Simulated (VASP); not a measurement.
# Cu3Te (P4/mmm) in VASP: notebook, part 2 of 2

VASP 6.6.1. Earlier steps stand in the parts before.

**3. Single point, r2SCAN**

This run uses another cell than the first one, of 15.16 Å³/atom, 1.014 times its volume.

POSCAR reads:

```
Cu3Te
1.0
    3.9203509200      0.0000000000      0.0000000000
    0.0000000000      3.9203509200      0.0000000000
    0.0000000000      0.0000000000      3.9466620000
Cu Te
3 1
Direct
    0.0000000000      0.5000000000      0.5000000000
    0.5000000000      0.0000000000      0.5000000000
    0.5000000000      0.5000000000      0.0000000000
    0.0000000000      0.0000000000      0.0000000000
```

INCAR.step1 reads:

```
PREC     = Accurate       # precision mode
ENCUT    = 520            # plane-wave cutoff, eV
ISMEAR   = -1             # smearing method
SIGMA    = 0.1            # smearing width, eV
LREAL    = F              # projectors in reciprocal space
LASPH    = T              # aspherical terms in the spheres
NELM     = 60             # most SCF steps
NBANDS   = 28             # bands
GGA      = PE             # functional
ALGO     = Normal         # electronic algorithm
EDIFF    = 1E-4           # SCF threshold, eV
LWAVE    = T              # write WAVECAR
LCHARG   = F              # write CHGCAR
```

INCAR.step2 reads:

```
PREC     = Accurate       # precision mode
ENCUT    = 520            # plane-wave cutoff, eV
EDIFF    = 1E-7           # SCF threshold, eV
ISMEAR   = -1             # smearing method
SIGMA    = 0.1            # smearing width, eV
LREAL    = F              # projectors in reciprocal space
LASPH    = T              # aspherical terms in the spheres
NELM     = 60             # most SCF steps
ALGO     = Normal         # electronic algorithm
ISIF     = 2              # what is computed and relaxed
LWAVE    = F              # write WAVECAR
LCHARG   = F              # write CHGCAR
METAGGA  = R2SCAN         # meta-GGA
LMIXTAU  = T            
NBANDS   = 28             # bands
ISTART   = 1
```

KPOINTS reads:

```
regular mesh
0
Gamma
  6 6 6
```

Potentials or basis: VASP PAW PBE potentials, release 64 (Cu, Te).

Launch:

```console
$ cat potpaw_PBE.64/Cu/POTCAR potpaw_PBE.64/Te/POTCAR > POTCAR
$ cp INCAR.step1 INCAR
$ mpirun -np 1 vasp_std > vasp.out
$ cp INCAR.step2 INCAR
$ mpirun -np 1 vasp_std > vasp.out
```

OUTCAR:

```text
PREC = Accurate
   ENCUT = 520
   EDIFF = 1E-7
   ISMEAR = -1
   LREAL = F
   LASPH = T
   NELM = 60
   ISIF = 2
   METAGGA = R2SCAN
   ISTART = 1

 ion  position               nearest neighbor table
   1  0.000  0.500  0.500-   2 2.77   2 2.77   2 2.77   2 2.77   4 2.78   3 2.78   4 2.78   4 2.78
                             4 2.78   3 2.78   3 2.78   3 2.78
   2  0.500  0.000  0.500-   1 2.77   1 2.77   1 2.77   1 2.77   4 2.78   3 2.78   3 2.78   3 2.78
                             4 2.78   4 2.78   4 2.78   3 2.78
   3  0.500  0.500  0.000-   4 2.77   4 2.77   4 2.77   4 2.77   2 2.78   2 2.78   2 2.78   2 2.78
                             1 2.78   1 2.78   1 2.78   1 2.78
   4  0.000  0.000  0.000-   3 2.77   3 2.77   3 2.77   3 2.77   2 2.78   1 2.78   2 2.78   1 2.78
                             2 2.78   1 2.78   2 2.78   1 2.78

  LATTYP: Found a simple tetragonal cell.
 ALAT       =     3.9203509200
 C/A-ratio  =     1.0067114094

  Lattice vectors:

 A1 = (   3.9203509200,   0.0000000000,   0.0000000000)
 A2 = (   0.0000000000,   3.9203509200,   0.0000000000)
 A3 = (   0.0000000000,   0.0000000000,   3.9466620000)

Analysis of symmetry for initial positions (statically):
=====================================================================
 Subroutine PRICEL returns:
 Original cell was already a primitive cell.

 Routine SETGRP: Setting up the symmetry group for a
 simple tetragonal supercell.

 Subroutine GETGRP returns: Found 16 space group operations
 (whereof 16 operations were pure point group operations)
 out of a pool of 16 trial point group operations.

The static configuration has the point symmetry D_4h.

Analysis of symmetry for dynamics (positions and initial velocities):
=====================================================================
 Subroutine PRICEL returns:
 Original cell was already a primitive cell.

 Routine SETGRP: Setting up the symmetry group for a
 simple tetragonal supercell.

 Subroutine GETGRP returns: Found 16 space group operations
 (whereof 16 operations were pure point group operations)
 out of a pool of 16 trial point group operations.

The dynamic configuration has the point symmetry D_4h.

 Subroutine INISYM returns: Found 16 space group operations
 (whereof 16 operations are pure point group operations),
 and found     1 'primitive' translations

----------------------------------------------------------------------------------------

                                     Primitive cell

  volume of cell :      60.6568

  direct lattice vectors                    reciprocal lattice vectors
     3.920350920  0.000000000  0.000000000     0.255079206  0.000000000  0.000000000
     0.000000000  3.920350920  0.000000000     0.000000000  0.255079206  0.000000000
     0.000000000  0.000000000  3.946662000     0.000000000  0.000000000  0.253378678

  length of vectors
     3.920350920  3.920350920  3.946662000     0.255079206  0.255079206  0.253378678

  position of ions in fractional coordinates (direct lattice)
     0.000000000  0.500000000  0.500000000
     0.500000000  0.000000000  0.500000000
     0.500000000  0.500000000  0.000000000
     0.000000000  0.000000000  0.000000000
[... 28 lines left out ...]

 Subroutine IBZKPT returns following result:
 ===========================================

 Found     40 irreducible k-points:

 Following reciprocal coordinates:
            Coordinates               Weight
  0.000000  0.000000  0.000000      1.000000
  0.166667  0.000000  0.000000      4.000000
  0.333333  0.000000  0.000000      4.000000
  0.500000  0.000000  0.000000      2.000000
  0.166667  0.166667  0.000000      4.000000
  0.333333  0.166667  0.000000      8.000000
[... 16 lines left out ...]
  0.333333  0.000000  0.333333      8.000000
  0.500000  0.000000  0.333333      4.000000
 [... further k-points ...]
   k-points           NKPTS =     40   k-points in BZ     NKDIM =     40   number of bands    NBANDS=     28
   number of dos      NEDOS =    301   number of ions     NIONS =      4
   total plane-waves  NPLWV =  27000
   dimension x,y,z NGX =    30 NGY =   30 NGZ =   30
   dimension x,y,z NGXF=    60 NGYF=   60 NGZF=   60
   ions per type =               3   1
   NGX,Y,Z   is equivalent  to a cutoff of  12.72, 12.72, 12.64 a.u.
   NGXF,Y,Z  is equivalent  to a cutoff of  25.44, 25.44, 25.27 a.u.
 SYSTEM =  unknown system
   PREC   = accura    normal or accurate (medium, high low for compatibility)
   ISTART =      1    job   : 0-new  1-cont  2-samecut
   ICHARG =      0    charge: 1-file 2-atom 10-const
   ISPIN  =      1    spin polarized calculation?
   LNONCOLLINEAR =      F non collinear calculations
   LSORBIT =      F    spin-orbit coupling
   LASPH  =      T    aspherical Exc in radial PAW
   ENCUT  =  520.0 eV  38.22 Ry    6.18 a.u.   7.29  7.29  7.34*2*pi/ulx,y,z
   NELM   =     60;   NELMIN=  2; NELMDL=  0     # of ELM steps
   EDIFF  = 0.1E-06   stopping-criterion for ELM
   LREAL  =      F    real-space projection
   EDIFFG = 0.1E-05   stopping-criterion for IOM
   NSW    =      0    number of steps for IOM
   IBRION =     -1    ionic relax: 0-MD 1-quasi-New 2-CG
   NFREE  =      0    steps in history (QN), initial steepest desc. (CG)
   ISIF   =      2    stress and relaxation
   ISYM   =      2    0-nonsym 1-usesym 2-fastsym
   POTIM  = 0.5000    time-step for ionic-motion
   TEBEG  =    0.0;   TEEND  =   0.0 temperature during run
   PSTRESS=    0.0 pullay stress
   NELECT =      39.0000    total number of electrons
   NUPDOWN=      -1.0000    fix difference up-down
   EMIN   =  10.00;   EMAX   =-10.00  energy-range for DOS
   EFERMI =   0.00;   METHOD = LEGACY
   ISMEAR =    -1;   SIGMA  =   0.10  broadening in eV -4-tet -1-fermi 0-gaus
   EFERMI_NEDOS =   21; number of points for ismear=-14 and -15
   IALGO  =     38    algorithm
   IMIX   =      4    mixing-type and parameters
     AMIX     =   0.40;   BMIX     =  1.00
     AMIX_MAG =   1.60;   BMIX_MAG =  1.00
  volume/ion in A,a.u.               =      15.16       102.33
  Fermi-wavevector in a.u.,A,eV,Ry     =   1.412981  2.670148 27.164253  1.996516
  Thomas-Fermi vector in A             =   2.534674
   LORBIT       =      0    0 simple, 1 ext, 2 COOP (PROOUT), +10 PAW based schemes
   METAGGA = R2SCAN    functional components
   LHFCALC =     F    Hartree Fock is set to
   AEXX    =    0.0000 exact exchange contribution
   IVDW    =     0    specifies the selected vdW correction
   LEPSILON=     F    determine dielectric tensor
   LRPA    =     F    only Hartree local field effects (RPA)
 non-spin polarized calculation
  energy-cutoff  :      520.00
  volume of cell :       60.66
 maximum number of plane-waves:      1651
 NGX is ok and might be reduce to    30
   NGX = 15   NGY = 15   NGZ = 15

 number of electron      39.0000071 magnetization

 Free energy of the ion-electron system (eV)
  ---------------------------------------------------
  ext. energy  EPLUGINS =         0.00000000
  ---------------------------------------------------
  free energy    TOTEN  =       -57.21108880 eV

  energy without entropy =      -57.18844653  energy(sigma->0) =      -57.19976766

 E-fermi :   9.0688     XC(G=0): -12.6430

 val. band max:        9.0462454936   @ k =   0.5000   0.1667   0.1667
 cond. band min:       9.0688176848   @ k =   0.1667   0.1667   0.5000
 fundamental gap:      0.0225721912
 Fermi energy:         9.0687576951

 k-point     1 :       0.0000    0.0000    0.0000
  band No.  band energies     occupation
      1      -5.6685      2.00000
      2       3.6372      2.00000
      3       4.5135      2.00000
      4       4.5215      2.00000
      5       4.7824      2.00000
      6       4.7824      2.00000
[... 733 lines left out ...]
     27      17.5028      0.00000
     28      17.7884      0.00000

 [... further k-points ...]

------------------------ aborting loop because EDIFF is reached ----------------------------------------

  FORCE on cell =-STRESS in cart. coord.  units (eV):
  Direction    XX          YY          ZZ          XY          YZ          ZX
  --------------------------------------------------------------------------------------
  -------------------------------------------------------------------------------------
  Total       -0.2462750     -0.2462750     -0.4610497      0.0000000     -0.0000000      0.0000000
  in kB       -6.5050572     -6.5050572    -12.1780714      0.0000000     -0.0000000      0.0000000
  external PRESSURE =      -8.3960620 kB  Pullay stress =       0.0000000 kB

 VOLUME and BASIS-vectors are now :
 -----------------------------------------------------------------------------
  energy-cutoff  :      520.00
  volume of cell :       60.66
      direct lattice vectors                 reciprocal lattice vectors
     3.920350920  0.000000000  0.000000000     0.255079206  0.000000000  0.000000000
     0.000000000  3.920350920  0.000000000     0.000000000  0.255079206  0.000000000
     0.000000000  0.000000000  3.946662000     0.000000000  0.000000000  0.253378678

 POSITION                                       TOTAL-FORCE (eV/Angst)
 -----------------------------------------------------------------------------------
      0.00000      1.96018      1.97333         0.000000      0.000000      0.000000
      1.96018      0.00000      1.97333         0.000000      0.000000      0.000000
      1.96018      1.96018      0.00000         0.000000      0.000000      0.000000
      0.00000      0.00000      0.00000         0.000000      0.000000      0.000000
 -----------------------------------------------------------------------------------
    total drift:                                0.000000      0.000000     -0.000000

  FREE ENERGIE OF THE ION-ELECTRON SYSTEM (eV)
  ---------------------------------------------------
  free  energy   TOTEN  =       -57.2110888015 eV

  energy  without entropy=      -57.1884465266  energy(sigma->0) =      -57.19976766
```

Run time: 3.3 min. Hardware: 1 thread of Intel Xeon Platinum 8488C (Sapphire Rapids), shared host; peak memory 0.21 GiB.

Results:

| Item | Value |
| --- | --- |
| Free energy | -57.2111 eV |
| Pressure | -0.8 GPa |

Stress tensor (GPa, compression positive):
```
-0.65  0.00  0.00
 0.00 -0.65  0.00
 0.00  0.00 -1.22
```

Caveat: the PAW data sets were made with another functional, which shifts forces and pressure a little; spin-orbit coupling is left out, which moves the levels of the heavy elements.

**4. Single point, r2SCAN**

This run uses another cell than the first one, of 15.78 Å³/atom, 1.055 times its volume.

Edit POSCAR of step 3 so:

```diff
@@ -2,4 +2,4 @@
 1.0
-    3.9203509200      0.0000000000      0.0000000000
-    0.0000000000      3.9203509200      0.0000000000
+    3.9992841600      0.0000000000      0.0000000000
+    0.0000000000      3.9992841600      0.0000000000
     0.0000000000      0.0000000000      3.9466620000
```

INCAR.step1 reads:

```
SYSTEM = Cu3Te
ALGO = Normal
EDIFF = 1E-4
ENCUT = 520
GGA = PE
ISMEAR = -1
LASPH = .True.
LCHARG = .False.
LREAL = .False.
LWAVE = .True.
NBANDS = 28
NELM = 100
PREC = Accurate
SIGMA = 0.1
```

INCAR.step2 reads:

```
SYSTEM = Cu3Te
ALGO = Normal
EDIFF = 1E-7
ENCUT = 520
ISIF = 2
ISMEAR = -1
ISTART = 1
LASPH = .True.
LCHARG = .True.
LELF = .True.
LMIXTAU = .True.
LREAL = .False.
LVHAR = .True.
LWAVE = .False.
METAGGA = R2SCAN
NBANDS = 28
NELM = 100
PREC = Accurate
SIGMA = 0.1
```

KPOINTS reads:

```
k-points
0
Gamma
  6 6 6
  0 0 0
```

Launch:

```console
$ cat potpaw_PBE.64/Cu/POTCAR potpaw_PBE.64/Te/POTCAR > POTCAR
$ cp INCAR.step1 INCAR
$ mpirun -np 1 vasp_std > vasp.out
$ cp INCAR.step2 INCAR
$ mpirun -np 1 vasp_std > vasp.out
```

Run time: 3.6 min. Hardware: 1 thread of Intel Xeon Platinum 8488C (Sapphire Rapids), shared host; peak memory 0.2 GiB.

Results (log left out):

```yaml
Free_energy: -57.1692 eV
Pressure: -4.5 GPa
```

Stress tensor (GPa, compression positive):
```
-4.83  0.00  0.00
 0.00 -4.83  0.00
 0.00  0.00 -3.74
```

Levels at points of the mesh, in eV from the Fermi level:
```tsv
k point	band 16	band 17	band 18	band 19	band 20	band 21	band 22	band 23
(0.00, 0.00, 0.00)	-2.45	-2.32	-2.28	-2.28	-1.19	2.71	2.89	6.21
(0.50, 0.00, 0.00)	-2.61	-2.28	-0.68	-0.58	0.11	2.71	2.91	3.03
(0.50, 0.50, 0.00)	-2.87	-2.78	-2.06	-2.06	0.65	2.86	5.00	5.00
(0.00, 0.00, 0.50)	-2.64	-2.32	-0.58	-0.58	0.04	2.75	2.75	2.98
(0.50, 0.00, 0.50)	-2.87	-2.76	-2.03	-2.03	0.59	2.68	4.82	4.89
(0.50, 0.50, 0.50)	-2.57	-2.41	-2.41	-2.40	-1.56	0.46	0.46	0.51
```

Caveat: the PAW data sets were made with another functional, which shifts forces and pressure a little; spin-orbit coupling is left out, which moves the levels of the heavy elements.

**5. Single point, r2SCAN**

This run uses another cell than the first one, of 15.99 Å³/atom, 1.069 times its volume.

Edit POSCAR of step 4 so:

```diff
@@ -2,4 +2,4 @@
 1.0
-    3.9992841600      0.0000000000      0.0000000000
-    0.0000000000      3.9992841600      0.0000000000
+    4.0255952400      0.0000000000      0.0000000000
+    0.0000000000      4.0255952400      0.0000000000
     0.0000000000      0.0000000000      3.9466620000
```

INCAR.step1 reads:

```
SYSTEM = Cu3Te
PREC = Accurate
ENCUT = 520
ISMEAR = -1
SIGMA = 0.1
LREAL = .FALSE.
LASPH = .TRUE.
NELM = 60
NBANDS = 28
GGA = PE
ALGO = Normal
EDIFF = 1E-4
LWAVE = .TRUE.
LCHARG = .FALSE.
```

INCAR.step2 reads:

```
SYSTEM = Cu3Te
PREC = Accurate
ENCUT = 520
EDIFF = 1E-7
ISMEAR = -1
SIGMA = 0.1
LREAL = .FALSE.
LASPH = .TRUE.
NELM = 60
ALGO = Normal
ISIF = 2
LWAVE = .FALSE.
LCHARG = .TRUE.
METAGGA = R2SCAN
LMIXTAU = .TRUE.
LELF = .TRUE.
LVHAR = .TRUE.
NBANDS = 28
ISTART = 1
```

KPOINTS reads:

```
regular mesh
0
G
  6 6 6
  0 0 0
```

Launch:

```console
$ cat potpaw_PBE.64/Cu/POTCAR potpaw_PBE.64/Te/POTCAR > POTCAR
$ cp INCAR.step1 INCAR
$ mpirun -np 1 vasp_std > vasp.out
$ cp INCAR.step2 INCAR
$ mpirun -np 1 vasp_std > vasp.out
```

Run time: 3.7 min. Hardware: 1 thread of Intel Xeon Platinum 8488C (Sapphire Rapids), shared host; peak memory 0.21 GiB.

The run converged. Its results:

| Quantity | Value |
| --- | --- |
| Free energy | -57.1413 eV |
| Pressure | -5.5 GPa |

Stress tensor (GPa, compression positive):
```
-6.07  0.00  0.00
 0.00 -6.07  0.00
 0.00  0.00 -4.45
```

Levels at points of the mesh, in eV from the Fermi level:
```tsv
k point	band 16	band 17	band 18	band 19	band 20	band 21	band 22	band 23
(0.00, 0.00, 0.00)	-2.41	-2.29	-2.24	-2.24	-1.22	2.66	2.93	6.16
(0.50, 0.00, 0.00)	-2.56	-2.24	-0.71	-0.55	0.10	2.70	2.99	3.00
(0.50, 0.50, 0.00)	-2.82	-2.74	-2.03	-2.03	0.65	2.92	5.05	5.05
(0.00, 0.00, 0.50)	-2.60	-2.29	-0.56	-0.56	0.00	2.76	2.76	2.93
(0.50, 0.00, 0.50)	-2.82	-2.71	-2.00	-2.00	0.56	2.66	4.79	4.89
(0.50, 0.50, 0.50)	-2.54	-2.37	-2.37	-2.35	-1.49	0.46	0.46	0.53
```

Caveat: the PAW data sets were made with another functional, which shifts forces and pressure a little; spin-orbit coupling is left out, which moves the levels of the heavy elements.

**6. The runs side by side**

| cell | gap on the mesh (eV) | pressure (GPa) |
| --- | --- | --- |
| a = 3.894, b = 3.894, c = 3.947 Å, 4 atoms | none | 0.6 |
| a = 3.920, b = 3.920, c = 3.947 Å, 4 atoms | none | -0.8 |
| a = 3.999, b = 3.999, c = 3.947 Å, 4 atoms | none | -4.5 |
| a = 4.026, b = 4.026, c = 3.947 Å, 4 atoms | none | -5.5 |

Alike in all rows: task single point; level r2SCAN; potentials or basis VASP PAW PBE potentials, release 64 (Cu, Te); no spin polarisation; k mesh 6 × 6 × 6; cutoff (eV) 520; smearing fermi-dirac 0.1 eV.

Caveats: the PAW data sets were made with another functional, which shifts forces and pressure a little; spin-orbit coupling is left out, which moves the levels of the heavy elements.

Absolute energies hang on the potentials; compare differences alone.
